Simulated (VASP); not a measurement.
# Zn3Se (Pm-3n) in VASP: a series of runs

Zn3Se is run at these levels: PBE; tasks: single point.

Everything below comes from runs of VASP 6.6.1. Logs are shortened: lines on timing, memory, paths and dates and some standing lists are left out, and cuts for length are marked.

### Step 1. The cell of the first run

The structure is cubic, space group Pm-3n (No. 223). Conventional cell: a = 5.265 Å, b = 5.265 Å, c = 5.265 Å, α = 90.00°, β = 90.00°, γ = 90.00°. Zn (site symmetry -4m2) has 10 Zn at 2.63 to 3.22 Å and 4 Se at 2.94 Å within 3.5 Å. Within 3.9 Å of Se (site symmetry m-3) lie 12 Zn at 2.94 Å.

The cell was generated, and may not be a known phase.

### Step 2. Single point, PBE

INCAR

```
PREC = Accurate ; ENCUT = 520
EDIFF = 1E-7 ; ISMEAR = 0
SIGMA = 0.1 ; LREAL = False
LASPH = True ; NELM = 100
ALGO = Normal ; ISIF = 2
LWAVE = False ; LCHARG = True
GGA = PE ; LELF = True
LVHAR = True ; NBANDS = 52
```

KPOINTS

```
regular mesh
0
Gamma
  4 4 4
```

POSCAR

```
Zn3Se
1.0
    5.2645414300      0.0000000000      0.0000000000
    0.0000000000      5.2645414300      0.0000000000
    0.0000000000      0.0000000000      5.2645414300
Zn Se
6 2
Direct
    0.2500000000      0.0000000000      0.5000000000
    0.5000000000      0.7500000000      0.0000000000
    0.7500000000      0.0000000000      0.5000000000
    0.5000000000      0.2500000000      0.0000000000
    0.0000000000      0.5000000000      0.7500000000
    0.0000000000      0.5000000000      0.2500000000
    0.0000000000      0.0000000000      0.0000000000
    0.5000000000      0.5000000000      0.5000000000
```

Potentials or basis: VASP PAW PBE potentials, release 64 (Zn, Se).

Run with:

```sh
$ cat potpaw_PBE.64/Zn/POTCAR potpaw_PBE.64/Se/POTCAR > POTCAR
$ mpirun -np 1 vasp_std > vasp.out
```

OUTCAR:

```text
PREC = Accurate
   ENCUT = 520
   EDIFF = 1E-7
   ISMEAR = 0
   LREAL = False
   LASPH = True
   NELM = 100
   ISIF = 2
   GGA = PE

 ion  position               nearest neighbor table
   1  0.250  0.000  0.500-   3 2.63   3 2.63
   2  0.500  0.750  0.000-   4 2.63   4 2.63
   3  0.750  0.000  0.500-   1 2.63   1 2.63
   4  0.500  0.250  0.000-   2 2.63   2 2.63
   5  0.000  0.500  0.750-   6 2.63   6 2.63
   6  0.000  0.500  0.250-   5 2.63   5 2.63
   7  0.000  0.000  0.000-
   8  0.500  0.500  0.500-

  LATTYP: Found a simple cubic cell.
 ALAT       =     5.2645414300

  Lattice vectors:

 A1 = (   5.2645414300,   0.0000000000,   0.0000000000)
 A2 = (   0.0000000000,   5.2645414300,   0.0000000000)
 A3 = (   0.0000000000,   0.0000000000,   5.2645414300)

Analysis of symmetry for initial positions (statically):
=====================================================================
 Subroutine PRICEL returns:
 Original cell was already a primitive cell.

 Routine SETGRP: Setting up the symmetry group for a
 simple cubic supercell.

 Subroutine GETGRP returns: Found 48 space group operations
 (whereof 24 operations were pure point group operations)
 out of a pool of 48 trial point group operations.

The static configuration has the point symmetry T_h .
 The point group associated with its full space group is O_h .

Analysis of symmetry for dynamics (positions and initial velocities):
=====================================================================
 Subroutine PRICEL returns:
 Original cell was already a primitive cell.

 Routine SETGRP: Setting up the symmetry group for a
 simple cubic supercell.

 Subroutine GETGRP returns: Found 48 space group operations
 (whereof 24 operations were pure point group operations)
 out of a pool of 48 trial point group operations.

The dynamic configuration has the point symmetry T_h .
 The point group associated with its full space group is O_h .

 Subroutine INISYM returns: Found 48 space group operations
 (whereof 24 operations are pure point group operations),
 and found     1 'primitive' translations

----------------------------------------------------------------------------------------

                                     Primitive cell

  volume of cell :     145.9089

  direct lattice vectors                    reciprocal lattice vectors
     5.264541430  0.000000000  0.000000000     0.189950068  0.000000000  0.000000000
     0.000000000  5.264541430  0.000000000     0.000000000  0.189950068  0.000000000
     0.000000000  0.000000000  5.264541430     0.000000000  0.000000000  0.189950068

  length of vectors
     5.264541430  5.264541430  5.264541430     0.189950068  0.189950068  0.189950068

  position of ions in fractional coordinates (direct lattice)
     0.250000000  0.000000000  0.500000000
     0.500000000  0.750000000  0.000000000
     0.750000000  0.000000000  0.500000000
     0.500000000  0.250000000  0.000000000
     0.000000000  0.500000000  0.750000000
     0.000000000  0.500000000  0.250000000
     0.000000000  0.000000000  0.000000000
     0.500000000  0.500000000  0.500000000

  ion indices of the primitive-cell ions
   primitive index   ion index
                 1           1
                 2           2
                 3           3
                 4           4
                 5           5
                 6           6
                 7           7
                 8           8

----------------------------------------------------------------------------------------

 KPOINTS: regular mesh

Automatic generation of k-mesh.
 Grid dimensions read from file:
 generate k-points for:    4    4    4

 Generating k-lattice:

  Cartesian coordinates                     Fractional coordinates (reciprocal lattice)
     0.047487517  0.000000000  0.000000000     0.250000000  0.000000000  0.000000000
     0.000000000  0.047487517  0.000000000     0.000000000  0.250000000  0.000000000
     0.000000000  0.000000000  0.047487517     0.000000000  0.000000000  0.250000000

  Length of vectors
     0.047487517  0.047487517  0.047487517

  Shift w.r.t. Gamma in fractional coordinates (k-lattice)
     0.000000000  0.000000000  0.000000000

 Subroutine IBZKPT returns following result:
 ===========================================

 Found     10 irreducible k-points:

 Following reciprocal coordinates:
            Coordinates               Weight
  0.000000  0.000000  0.000000      1.000000
  0.250000  0.000000  0.000000      6.000000
  0.500000  0.000000  0.000000      3.000000
  0.250000  0.250000  0.000000     12.000000
  0.500000  0.250000  0.000000     12.000000
  0.500000  0.500000  0.000000      3.000000
  0.250000  0.250000  0.250000      8.000000
  0.500000  0.250000  0.250000     12.000000
  0.500000  0.500000  0.250000      6.000000
  0.500000  0.500000  0.500000      1.000000
   k-points           NKPTS =     10   k-points in BZ     NKDIM =     10   number of bands    NBANDS=     52
   number of dos      NEDOS =    301   number of ions     NIONS =      8
   total plane-waves  NPLWV =  64000
   dimension x,y,z NGX =    40 NGY =   40 NGZ =   40
   dimension x,y,z NGXF=    80 NGYF=   80 NGZF=   80
   ions per type =               6   2
   NGX,Y,Z   is equivalent  to a cutoff of  12.63, 12.63, 12.63 a.u.
   NGXF,Y,Z  is equivalent  to a cutoff of  25.26, 25.26, 25.26 a.u.
 SYSTEM =  unknown system
   PREC   = accura    normal or accurate (medium, high low for compatibility)
   ISTART =      0    job   : 0-new  1-cont  2-samecut
   ICHARG =      2    charge: 1-file 2-atom 10-const
   ISPIN  =      1    spin polarized calculation?
   LNONCOLLINEAR =      F non collinear calculations
   LSORBIT =      F    spin-orbit coupling
   LASPH  =      T    aspherical Exc in radial PAW
   ENCUT  =  520.0 eV  38.22 Ry    6.18 a.u.   9.79  9.79  9.79*2*pi/ulx,y,z
   NELM   =    100;   NELMIN=  2; NELMDL= -5     # of ELM steps
   EDIFF  = 0.1E-06   stopping-criterion for ELM
   LREAL  =      F    real-space projection
   EDIFFG = 0.1E-05   stopping-criterion for IOM
   NSW    =      0    number of steps for IOM
   IBRION =     -1    ionic relax: 0-MD 1-quasi-New 2-CG
   NFREE  =      0    steps in history (QN), initial steepest desc. (CG)
   ISIF   =      2    stress and relaxation
   ISYM   =      2    0-nonsym 1-usesym 2-fastsym
   POTIM  = 0.5000    time-step for ionic-motion
   TEBEG  =    0.0;   TEEND  =   0.0 temperature during run
   PSTRESS=    0.0 pullay stress
   NELECT =      84.0000    total number of electrons
   NUPDOWN=      -1.0000    fix difference up-down
   EMIN   =  10.00;   EMAX   =-10.00  energy-range for DOS
   EFERMI =   0.00;   METHOD = LEGACY
   ISMEAR =     0;   SIGMA  =   0.10  broadening in eV -4-tet -1-fermi 0-gaus
   EFERMI_NEDOS =   21; number of points for ismear=-14 and -15
   IALGO  =     38    algorithm
   IMIX   =      4    mixing-type and parameters
     AMIX     =   0.40;   BMIX     =  1.00
     AMIX_MAG =   1.60;   BMIX_MAG =  1.00
  volume/ion in A,a.u.               =      18.24       123.08
  Fermi-wavevector in a.u.,A,eV,Ry     =   1.361886  2.573591 25.235176  1.854733
  Thomas-Fermi vector in A             =   2.488423
   LORBIT       =      0    0 simple, 1 ext, 2 COOP (PROOUT), +10 PAW based schemes
   GGA     = PE    functional components
   LHFCALC =     F    Hartree Fock is set to
   AEXX    =    0.0000 exact exchange contribution
   IVDW    =     0    specifies the selected vdW correction
   LEPSILON=     F    determine dielectric tensor
   LRPA    =     F    only Hartree local field effects (RPA)
 non-spin polarized calculation
 Gauss-broadening in eV      SIGMA  =   0.10
  energy-cutoff  :      520.00
  volume of cell :      145.91
 maximum number of plane-waves:      3952
 NGX is ok and might be reduce to    40
   NGX = 19   NGY = 19   NGZ = 19

 number of electron      84.0000070 magnetization

 Free energy of the ion-electron system (eV)
  ---------------------------------------------------
  ext. energy  EPLUGINS =         0.00000000
  ---------------------------------------------------
  free energy    TOTEN  =       -12.36556783 eV

  energy without entropy =      -12.33863840  energy(sigma->0) =      -12.35210312

 E-fermi :   3.1983     XC(G=0): -10.7192

 val. band max:        3.1757957424   @ k =   0.2500   0.2500   0.2500
 cond. band min:       3.2146283851   @ k =   0.5000   0.5000   0.0000
 fundamental gap:      0.0388326427
 Fermi energy:         3.1982982387

 k-point     1 :       0.0000    0.0000    0.0000
  band No.  band energies     occupation
      1     -10.8597      2.00000
      2     -10.2098      2.00000
      3      -4.4528      2.00000
      4      -4.4528      2.00000
      5      -4.4262      2.00000
      6      -4.3127      2.00000
[... 44 lines left out ...]
     51       6.9392      0.00000
     52       6.9392      0.00000

 k-point     2 :       0.2500    0.0000    0.0000
  band No.  band energies     occupation
      1     -10.7386      2.00000
      2     -10.2707      2.00000
      3      -4.5529      2.00000
      4      -4.4936      2.00000
      5      -4.2836      2.00000
      6      -4.2759      2.00000
[... 44 lines left out ...]
     51       8.2716      0.00000
     52       8.3076      0.00000

 k-point     3 :       0.5000    0.0000    0.0000
  band No.  band energies     occupation
      1     -10.4743      2.00000
      2     -10.4743      2.00000
      3      -4.6286      2.00000
      4      -4.6286      2.00000
      5      -4.2278      2.00000
      6      -4.2278      2.00000
[... 44 lines left out ...]
     51       7.9496      0.00000
     52       7.9496      0.00000
[... 276 lines left out ...]
 k-point     9 :       0.5000    0.5000    0.2500
  band No.  band energies     occupation
      1     -10.3583      2.00000
      2     -10.3583      2.00000
      3      -4.4463      2.00000
      4      -4.3722      2.00000
      5      -4.1380      2.00000
      6      -4.1018      2.00000
[... 44 lines left out ...]
     51       8.4356      0.00000
     52       8.4356      0.00000

 k-point    10 :       0.5000    0.5000    0.5000
  band No.  band energies     occupation
      1     -10.3247      2.00000
      2     -10.3247      2.00000
      3      -4.0998      2.00000
      4      -4.0998      2.00000
      5      -4.0998      2.00000
      6      -4.0998      2.00000
[... 44 lines left out ...]
     51       9.3078      0.00000
     52       9.3078      0.00000

------------------------ aborting loop because EDIFF is reached ----------------------------------------

  FORCE on cell =-STRESS in cart. coord.  units (eV):
  Direction    XX          YY          ZZ          XY          YZ          ZX
  --------------------------------------------------------------------------------------
  -------------------------------------------------------------------------------------
  Total        0.6638821      0.6638821      0.6638821     -0.0000000      0.0000000     -0.0000000
  in kB        7.2898720      7.2898720      7.2898720     -0.0000000      0.0000000     -0.0000000
  external PRESSURE =       7.2898720 kB  Pullay stress =       0.0000000 kB

 VOLUME and BASIS-vectors are now :
 -----------------------------------------------------------------------------
  energy-cutoff  :      520.00
  volume of cell :      145.91
      direct lattice vectors                 reciprocal lattice vectors
     5.264541430  0.000000000  0.000000000     0.189950068  0.000000000  0.000000000
     0.000000000  5.264541430  0.000000000     0.000000000  0.189950068  0.000000000
     0.000000000  0.000000000  5.264541430     0.000000000  0.000000000  0.189950068

 POSITION                                       TOTAL-FORCE (eV/Angst)
 -----------------------------------------------------------------------------------
      1.31614      0.00000      2.63227        -0.000000     -0.000000     -0.000000
      2.63227      3.94841      0.00000        -0.000000      0.000000      0.000000
      3.94841      0.00000      2.63227         0.000000     -0.000000      0.000000
      2.63227      1.31614      0.00000         0.000000      0.000000     -0.000000
      0.00000      2.63227      3.94841         0.000000     -0.000000     -0.000000
      0.00000      2.63227      1.31614         0.000000      0.000000      0.000000
      0.00000      0.00000      0.00000         0.000000      0.000000     -0.000000
      2.63227      2.63227      2.63227         0.000000      0.000000     -0.000000
 -----------------------------------------------------------------------------------
    total drift:                               -0.000000     -0.000000      0.000000

  FREE ENERGIE OF THE ION-ELECTRON SYSTEM (eV)
  ---------------------------------------------------
  free  energy   TOTEN  =       -12.3655678258 eV

  energy  without entropy=      -12.3386384049  energy(sigma->0) =      -12.35210312
```

It took 75 s on 1 thread of Intel Xeon Platinum 8375C at 2.90GHz (Ice Lake), shared host; peak memory 0.26 GiB.

Results:

- Free energy: -12.3656 eV
- Pressure: 0.7 GPa
- Band gap on the k mesh: zero (bands 42 and 43 overlap by 1.16 eV)

Levels at points of the mesh, in eV from the Fermi level:
| k point | band 40 | band 41 | band 42 | band 43 | band 44 | band 45 |
| --- | --- | --- | --- | --- | --- | --- |
| (0.00, 0.00, 0.00) | -2.60 | -2.60 | 1.07 | 1.07 | 2.55 | 2.55 |
| (0.50, 0.00, 0.00) | -2.30 | -0.89 | -0.89 | 1.49 | 1.49 | 1.81 |
| (0.50, 0.50, 0.00) | -3.20 | -0.02 | 0.02 | 1.32 | 1.45 | 1.47 |
| (0.50, 0.50, 0.50) | 0.91 | 0.91 | 0.91 | 0.91 | 0.91 | 2.05 |

### Step 3. Single point, PBE

This run uses another cell than the first one, of 18.41 Å³/atom.

INCAR

```
ALGO = Normal
EDIFF = 1E-7
ENCUT = 520
GGA = PE
ISIF = 2
ISMEAR = 0
LASPH = T
LCHARG = F
LREAL = F
LWAVE = F
NBANDS = 52
NELM = 100
PREC = Accurate
SIGMA = 0.1
```

KPOINTS

```
k-points
0
Gamma
  8 8 8
```

Edit POSCAR of step 2 so:

```diff
@@ -2,5 +2,5 @@
 1.0
-    5.2645414300      0.0000000000      0.0000000000
-    0.0000000000      5.2645414300      0.0000000000
-    0.0000000000      0.0000000000      5.2645414300
+    5.2813965377      0.0000000000      0.0000000000
+    0.0000000000      5.2813965377      0.0000000000
+    0.0000000000      0.0000000000      5.2813965377
 Zn Se
```

Potentials or basis: VASP PAW PBE potentials, release 64 (Zn, Se).

Run with:

```sh
$ cat potpaw_PBE.64/Zn/POTCAR potpaw_PBE.64/Se/POTCAR > POTCAR
$ mpirun -np 1 vasp_std > vasp.out
```

OUTCAR:

```text
EDIFF = 1E-7
   ENCUT = 520
   GGA = PE
   ISIF = 2
   ISMEAR = 0
   LASPH = T
   LREAL = F
   NELM = 100
   PREC = Accurate

 ion  position               nearest neighbor table
   1  0.250  0.000  0.500-   3 2.64   3 2.64
   2  0.500  0.750  0.000-   4 2.64   4 2.64
   3  0.750  0.000  0.500-   1 2.64   1 2.64
   4  0.500  0.250  0.000-   2 2.64   2 2.64
   5  0.000  0.500  0.750-   6 2.64   6 2.64
   6  0.000  0.500  0.250-   5 2.64   5 2.64
   7  0.000  0.000  0.000-
   8  0.500  0.500  0.500-

  LATTYP: Found a simple cubic cell.
 ALAT       =     5.2813965377

  Lattice vectors:

 A1 = (   5.2813965377,   0.0000000000,   0.0000000000)
 A2 = (   0.0000000000,   5.2813965377,   0.0000000000)
 A3 = (   0.0000000000,   0.0000000000,   5.2813965377)

Analysis of symmetry for initial positions (statically):
=====================================================================
 Subroutine PRICEL returns:
 Original cell was already a primitive cell.

 Routine SETGRP: Setting up the symmetry group for a
[... 187 lines left out ...]
 fundamental gap:      0.0203150343
 Fermi energy:         3.3658646342

 k-point     1 :       0.0000    0.0000    0.0000
  band No.  band energies     occupation
      1     -10.9069      2.00000
      2     -10.2789      2.00000
      3      -4.5046      2.00000
      4      -4.5046      2.00000
      5      -4.4809      2.00000
      6      -4.3594      2.00000
[... 1309 lines left out ...]
     51       8.7574      0.00000
     52       8.7788      0.00000

 [... further k-points ...]

------------------------ aborting loop because EDIFF is reached ----------------------------------------

  FORCE on cell =-STRESS in cart. coord.  units (eV):
  Direction    XX          YY          ZZ          XY          YZ          ZX
  --------------------------------------------------------------------------------------
  -------------------------------------------------------------------------------------
  Total        0.1357778      0.1357778      0.1357778      0.0000000      0.0000000      0.0000000
  in kB        1.4767031      1.4767031      1.4767031      0.0000000      0.0000000      0.0000000
  external PRESSURE =       1.4767031 kB  Pullay stress =       0.0000000 kB

 VOLUME and BASIS-vectors are now :
 -----------------------------------------------------------------------------
  energy-cutoff  :      520.00
  volume of cell :      147.31
      direct lattice vectors                 reciprocal lattice vectors
     5.281396538  0.000000000  0.000000000     0.189343859  0.000000000  0.000000000
     0.000000000  5.281396538  0.000000000     0.000000000  0.189343859  0.000000000
     0.000000000  0.000000000  5.281396538     0.000000000  0.000000000  0.189343859

 POSITION                                       TOTAL-FORCE (eV/Angst)
 -----------------------------------------------------------------------------------
      1.32035      0.00000      2.64070        -0.000000      0.000000      0.000000
      2.64070      3.96105      0.00000         0.000000      0.000000     -0.000000
      3.96105      0.00000      2.64070         0.000000      0.000000     -0.000000
      2.64070      1.32035      0.00000         0.000000     -0.000000      0.000000
      0.00000      2.64070      3.96105         0.000000      0.000000      0.000000
      0.00000      2.64070      1.32035        -0.000000     -0.000000     -0.000000
      0.00000      0.00000      0.00000        -0.000000     -0.000000     -0.000000
      2.64070      2.64070      2.64070        -0.000000     -0.000000     -0.000000
 -----------------------------------------------------------------------------------
    total drift:                               -0.000000     -0.000000      0.000000

  FREE ENERGIE OF THE ION-ELECTRON SYSTEM (eV)
  ---------------------------------------------------
  free  energy   TOTEN  =       -12.0998369643 eV

  energy  without entropy=      -12.0658128130  energy(sigma->0) =      -12.08282489
```

Run time: 3.7 min. Hardware: 1 thread of Intel Xeon Platinum 8375C at 2.90GHz (Ice Lake), shared host; peak memory 0.35 GiB.

Results:

```
Free energy            : -12.0998 eV
Pressure               : 0.1 GPa
Band gap on the k mesh : zero (bands 42 and 43 overlap by 1.20 eV)
```

Levels at points of the mesh, in eV from the Fermi level:
| k point | band 40 | band 41 | band 42 | band 43 | band 44 | band 45 |
| --- | --- | --- | --- | --- | --- | --- |
| (0.00, 0.00, 0.00) | -2.85 | -2.85 | 0.82 | 0.82 | 2.32 | 2.32 |
| (0.50, 0.00, 0.00) | -2.53 | -1.16 | -1.16 | 1.22 | 1.22 | 1.56 |
| (0.50, 0.50, 0.00) | -3.44 | -0.24 | -0.23 | 1.04 | 1.15 | 1.18 |
| (0.50, 0.50, 0.50) | 0.63 | 0.63 | 0.63 | 0.63 | 0.63 | 1.79 |

The gap in the log of VASP goes by the Fermi energy; the results here count the filled bands.